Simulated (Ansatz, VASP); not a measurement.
## One calculation of Al3Ni2, two programs

```
Al Ni
1.0
     4.30338    0.00000    0.00000
    -2.15169    3.72683    0.00000
     0.00000    0.00000    4.85946
Al Ni
3 2
Direct
  0.00000 0.00000 0.00000
  0.33333 0.66667 0.64778
  0.66667 0.33333 0.35222
  0.33333 0.66667 0.14557
  0.66667 0.33333 0.85443
```

Change from the starting cell: strain +0.0750 x Voigt [1, 1, 0, 0, 0, 0], atoms carried along.

Alike in both runs: task single point; functional PBEsol; k mesh 12 × 12 × 10; occupations gaussian, width 0.15 eV; no spin polarisation.

```csv
,VASP,Ansatz
version,VASP 6.6.1,Ansatz 0.2.0
potentials or method,"VASP PAW PBE potentials, release 64 (Al, Ni), cutoff 520 eV","scalar-relativistic, plane waves, PAW"
valence electrons in the cell,29,45
```

|  | VASP | Ansatz | Ansatz less VASP |
| --- | --- | --- | --- |
| gap on the k mesh at the Fermi level (eV) | none | none | - |
| pressure (GPa) | -14.1 | -14.3 | -0.15 |
| traceless stress, the component that is largest in VASP (GPa) | 7.75 | 7.74 | -0.007 |
| rms of the force components (eV/Å) | 0.070 | 0.074 | +0.0040 |

VASP's potentials were made for PBE, not for PBEsol. Atom by atom the forces differ by 0.004 eV/Å (rms over components). A gap of «none» marks a metal or a gap that the smearing closes. VASP's potentials hold 29 valence electrons a cell and Ansatz's 45, so a difference there can come from the potentials and not from the codes.
